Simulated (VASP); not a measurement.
# W in VASP: a series of runs

Runs on W. Level: PBE. Tasks: single point.

All numbers are computed with VASP 6.6.1; they aren't measurements. Logs are shortened: lines on timing, memory, paths and dates and some standing lists are left out, and cuts for length are marked.

### Step 1. The cell of the first run

The structure is cubic, space group Im-3m (No. 229). The conventional cell has a = 3.165 Å, b = 3.165 Å, c = 3.165 Å, α = 90.00°, β = 90.00°, γ = 90.00°. Within 3.6 Å of W (site symmetry m-3m) lie 14 W at 2.74 to 3.16 Å.

### Step 2. Single point, PBE

File INCAR:

```
ALGO = Normal ; EDIFF = 1E-6
ENCUT = 520 ; GGA = PE
ISIF = 2 ; ISMEAR = -1
LASPH = T ; LCHARG = T
LELF = T ; LREAL = F
LVHAR = T ; LWAVE = F
NBANDS = 13 ; NELM = 80
PREC = Accurate ; SIGMA = 0.05
```

File KPOINTS:

```
k-points
0
Gamma
  12 12 12
```

File POSCAR:

```
W
1.0
   -1.5823450000      1.5823450000      1.5823450000
    1.5823450000     -1.5823450000      1.5823450000
    1.5823450000      1.5823450000     -1.5823450000
W
1
Direct
    0.0000000000      0.0000000000      0.0000000000
```

Potentials or basis: VASP PAW PBE potentials, release 64 (W_sv).

Run with:

```sh
$ cat potpaw_PBE.64/W_sv/POTCAR > POTCAR
$ mpirun -np 1 vasp_std > vasp.out
```

OUTCAR:

```text
EDIFF = 1E-6
   ENCUT = 520
   GGA = PE
   ISIF = 2
   ISMEAR = -1
   LASPH = T
   LREAL = F
   NELM = 80
   PREC = Accurate

 ion  position               nearest neighbor table
   1  0.000  0.000  0.000-

  LATTYP: Found a body centered cubic cell.
 ALAT       =     3.1646900000

  Lattice vectors:

 A1 = (  -1.5823450000,   1.5823450000,   1.5823450000)
 A2 = (   1.5823450000,  -1.5823450000,   1.5823450000)
 A3 = (   1.5823450000,   1.5823450000,  -1.5823450000)

Analysis of symmetry for initial positions (statically):
=====================================================================
 Subroutine PRICEL returns:
 Original cell was already a primitive cell.

 Routine SETGRP: Setting up the symmetry group for a
 body centered cubic supercell.

 Subroutine GETGRP returns: Found 48 space group operations
 (whereof 48 operations were pure point group operations)
 out of a pool of 48 trial point group operations.

The static configuration has the point symmetry O_h .

Analysis of symmetry for dynamics (positions and initial velocities):
=====================================================================
 Subroutine PRICEL returns:
 Original cell was already a primitive cell.

 Routine SETGRP: Setting up the symmetry group for a
 body centered cubic supercell.

 Subroutine GETGRP returns: Found 48 space group operations
 (whereof 48 operations were pure point group operations)
 out of a pool of 48 trial point group operations.

The dynamic configuration has the point symmetry O_h .

 Subroutine INISYM returns: Found 48 space group operations
 (whereof 48 operations are pure point group operations),
 and found     1 'primitive' translations

----------------------------------------------------------------------------------------

                                     Primitive cell

  volume of cell :      15.8476

  direct lattice vectors                    reciprocal lattice vectors
    -1.582345000  1.582345000  1.582345000     0.000000000  0.315986716  0.315986716
     1.582345000 -1.582345000  1.582345000     0.315986716  0.000000000  0.315986716
     1.582345000  1.582345000 -1.582345000     0.315986716  0.315986716  0.000000000

  length of vectors
     2.740701935  2.740701935  2.740701935     0.446872699  0.446872699  0.446872699

  position of ions in fractional coordinates (direct lattice)
     0.000000000  0.000000000  0.000000000

[... 70 lines left out ...]
   LNONCOLLINEAR =      F non collinear calculations
   LSORBIT =      F    spin-orbit coupling
   LASPH  =      T    aspherical Exc in radial PAW
   ENCUT  =  520.0 eV  38.22 Ry    6.18 a.u.   5.10  5.10  5.10*2*pi/ulx,y,z
   NELM   =     80;   NELMIN=  2; NELMDL= -5     # of ELM steps
   EDIFF  = 0.1E-05   stopping-criterion for ELM
   LREAL  =      F    real-space projection
   EDIFFG = 0.1E-04   stopping-criterion for IOM
   NSW    =      0    number of steps for IOM
   IBRION =     -1    ionic relax: 0-MD 1-quasi-New 2-CG
   NFREE  =      0    steps in history (QN), initial steepest desc. (CG)
   ISIF   =      2    stress and relaxation
   ISYM   =      2    0-nonsym 1-usesym 2-fastsym
   POTIM  = 0.5000    time-step for ionic-motion
   TEBEG  =    0.0;   TEEND  =   0.0 temperature during run
   PSTRESS=    0.0 pullay stress
   NELECT =      14.0000    total number of electrons
   NUPDOWN=      -1.0000    fix difference up-down
   EMIN   =  10.00;   EMAX   =-10.00  energy-range for DOS
   EFERMI =   0.00;   METHOD = LEGACY
   ISMEAR =    -1;   SIGMA  =   0.05  broadening in eV -4-tet -1-fermi 0-gaus
   EFERMI_NEDOS =   21; number of points for ismear=-14 and -15
   IALGO  =     38    algorithm
   IMIX   =      4    mixing-type and parameters
     AMIX     =   0.40;   BMIX     =  1.00
     AMIX_MAG =   1.60;   BMIX_MAG =  1.00
  volume/ion in A,a.u.               =      15.85       106.94
  Fermi-wavevector in a.u.,A,eV,Ry     =   1.570832  2.968442 33.572544  2.467512
  Thomas-Fermi vector in A             =   2.672506
   LORBIT       =      0    0 simple, 1 ext, 2 COOP (PROOUT), +10 PAW based schemes
   GGA     = PE    functional components
[... 5 lines left out ...]
 non-spin polarized calculation
  energy-cutoff  :      520.00
  volume of cell :       15.85
 maximum number of plane-waves:       438
   NGX = 11   NGY = 11   NGZ = 11

 number of electron      14.0000004 magnetization

 Free energy of the ion-electron system (eV)
  ---------------------------------------------------
  ext. energy  EPLUGINS =         0.00000000
  ---------------------------------------------------
  free energy    TOTEN  =       -12.95072620 eV

  energy without entropy =      -12.94592287  energy(sigma->0) =      -12.94832454

 E-fermi :  11.3580     XC(G=0): -13.6429

 val. band max:       11.3234846611   @ k =  -0.2500   0.3333   0.1667
 cond. band min:      11.3736772715   @ k =  -0.1667   0.1667   0.0833
 fundamental gap:      0.0501926105
 Fermi energy:        11.3579637502

 k-point     1 :       0.0000    0.0000    0.0000
  band No.  band energies     occupation
      1     -62.7400      2.00000
      2     -26.3010      2.00000
      3     -26.3010      2.00000
      4     -26.3010      2.00000
      5       1.8089      2.00000
      6      10.2167      2.00000
      7      10.2167      2.00000
      8      10.2167      2.00000
      9      13.7081      0.00000
     10      13.7081      0.00000
     11      25.9653      0.00000
     12      25.9653      0.00000
     13      25.9653      0.00000
[... 354 lines left out ...]
  band No.  band energies     occupation
      1     -62.6033      2.00000
      2     -27.5047      2.00000
      3     -26.7793      2.00000
      4     -26.3948      2.00000
      5       5.8340      2.00000
      6       7.8357      2.00000
      7      11.1716      1.95301
      8      13.8499      0.00000
      9      14.6220      0.00000
     10      18.8745      0.00000
     11      21.3820      0.00000
     12      23.6587      0.00000
     13      27.4879      0.00000

 [... further k-points ...]
[... 5 lines left out ...]
  --------------------------------------------------------------------------------------
  -------------------------------------------------------------------------------------
  Total        0.6353136      0.6353136      0.6353136     -0.0000000      0.0000000     -0.0000000
  in kB       64.2295962     64.2295962     64.2295962     -0.0000000      0.0000000     -0.0000000
  external PRESSURE =      64.2295962 kB  Pullay stress =       0.0000000 kB

 VOLUME and BASIS-vectors are now :
 -----------------------------------------------------------------------------
  energy-cutoff  :      520.00
  volume of cell :       15.85
      direct lattice vectors                 reciprocal lattice vectors
    -1.582345000  1.582345000  1.582345000     0.000000000  0.315986716  0.315986716
     1.582345000 -1.582345000  1.582345000     0.315986716  0.000000000  0.315986716
     1.582345000  1.582345000 -1.582345000     0.315986716  0.315986716  0.000000000

 POSITION                                       TOTAL-FORCE (eV/Angst)
 -----------------------------------------------------------------------------------
      0.00000      0.00000      0.00000         0.000000     -0.000000      0.000000
 -----------------------------------------------------------------------------------
    total drift:                                0.000000     -0.000000      0.000000

  FREE ENERGIE OF THE ION-ELECTRON SYSTEM (eV)
  ---------------------------------------------------
  free  energy   TOTEN  =       -12.9507262027 eV

  energy  without entropy=      -12.9459228738  energy(sigma->0) =      -12.94832454
```

OSZICAR:

```text
N       E                     dE             d eps       ncg     rms          rms(c)
DAV:   1     0.864077748391E+02    0.86408E+02   -0.76737E+03  1877   0.125E+03
DAV:   2    -0.118703231487E+02   -0.98278E+02   -0.94032E+02  2092   0.319E+02
DAV:   3    -0.135648541896E+02   -0.16945E+01   -0.16885E+01  2052   0.404E+01
DAV:   4    -0.135717999358E+02   -0.69457E-02   -0.69456E-02  2062   0.282E+00
DAV:   5    -0.135718550059E+02   -0.55070E-04   -0.55070E-04  2087   0.242E-01    0.209E+01
DAV:   6    -0.130850605511E+02    0.48679E+00   -0.40419E-01  1952   0.855E+00    0.842E+00
DAV:   7    -0.129547058036E+02    0.13035E+00   -0.21834E-01  2062   0.598E+00    0.666E-01
DAV:   8    -0.129507723915E+02    0.39334E-02   -0.44367E-03  1902   0.874E-01    0.917E-02
DAV:   9    -0.129507331486E+02    0.39243E-04   -0.11623E-04  2137   0.136E-01    0.412E-02
DAV:  10    -0.129507254249E+02    0.77237E-05   -0.12730E-05  1997   0.495E-02    0.648E-03
DAV:  11    -0.129507262027E+02   -0.77777E-06   -0.26804E-07  1231   0.662E-03
   1 F= -.12950726E+02 E0= -.12948325E+02  d E =-.480333E-02
```

stdout:

```text
POSCAR found type information on POSCAR W
 POSCAR found :  1 types and       1 ions
 scaLAPACK will be used
 LDA part: xc-table for (Slater+PW92), standard interpolation
 POSCAR, INCAR and KPOINTS ok, starting setup
 FFT: planning ... GRIDC
 FFT: planning ... GRID_SOFT
 FFT: planning ... GRID
 WAVECAR not read
 entering main loop
```

Wall time 7 s (1 thread of Intel Xeon Platinum 8488C (Sapphire Rapids), shared host); peak memory 0.13 GiB.

Results:

```
Free energy            : -12.9507 eV
Pressure               : 6.4 GPa
Band gap on the k mesh : zero (band 7 reaches 16.61 eV, above the bottom of band 8 at 10.22 eV)
```

Caveat: spin-orbit coupling is left out, which moves the levels of the heavy elements.

### Step 3. Single point, PBE

This run uses another cell than the first one, of 14.61 Å³/atom, 0.922 times its volume.

File INCAR:

```
SYSTEM = W
PREC     = Accurate       ! precision mode
ENCUT    = 520            ! plane-wave cutoff, eV
EDIFF    = 1E-6           ! SCF threshold, eV
ISMEAR   = -1             ! smearing method
SIGMA    = 0.05           ! smearing width, eV
LREAL    = .False.        ! projectors in reciprocal space
LASPH    = .True.         ! aspherical terms in the spheres
NELM     = 80             ! most SCF steps
ALGO     = Fast           ! electronic algorithm
ISIF     = 2              ! what is computed and relaxed
LWAVE    = .False.        ! write WAVECAR
LCHARG   = .True.         ! write CHGCAR
GGA      = PE             ! functional
LELF     = .True.         ! ELF
LVHAR    = .True.       
NBANDS   = 13             ! bands
```

File KPOINTS:

```
regular mesh
0
Gamma
  10 10 10
  0 0 0
```

File POSCAR:

```
W
1.0
   -1.5190512000      1.5190512000      1.5823450000
    1.5190512000     -1.5190512000      1.5823450000
    1.5190512000      1.5190512000     -1.5823450000
W
1
Direct
    0.0000000000      0.0000000000      0.0000000000
```

Potentials or basis: VASP PAW PBE potentials, release 64 (W_sv).

Run with:

```sh
$ cat potpaw_PBE.64/W_sv/POTCAR > POTCAR
$ mpirun -np 1 vasp_std > vasp.out
```

Wall time 11 s (1 thread of Intel Xeon Platinum 8488C (Sapphire Rapids), shared host); peak memory 0.13 GiB.

The run converged. Its results:

```
Free energy            : -12.7551 eV
Pressure               : 39.2 GPa
Band gap on the k mesh : zero (band 7 reaches 18.31 eV, above the bottom of band 8 at 11.60 eV)
```

Stress tensor (GPa, compression positive):
```
44.57  0.00  0.00
 0.00 44.57  0.00
 0.00  0.00 28.39
```

Levels at points of the mesh, in eV from the Fermi level:
| k point | band 5 | band 6 | band 7 | band 8 | band 9 | band 10 |
| --- | --- | --- | --- | --- | --- | --- |
| (0.00, 0.00, 0.00) | -10.16 | -1.64 | -1.64 | -1.06 | 1.95 | 2.75 |
| (0.50, 0.00, 0.00) | -6.91 | -3.86 | 0.82 | 1.91 | 3.42 | 6.75 |
| (0.50, 0.50, 0.00) | -6.93 | -4.47 | 1.18 | 2.85 | 3.69 | 6.91 |
| (0.50, 0.50, 0.50) | -6.68 | -6.54 | 5.57 | 5.76 | 5.76 | 8.13 |

Caveat: spin-orbit coupling is left out, which moves the levels of the heavy elements.
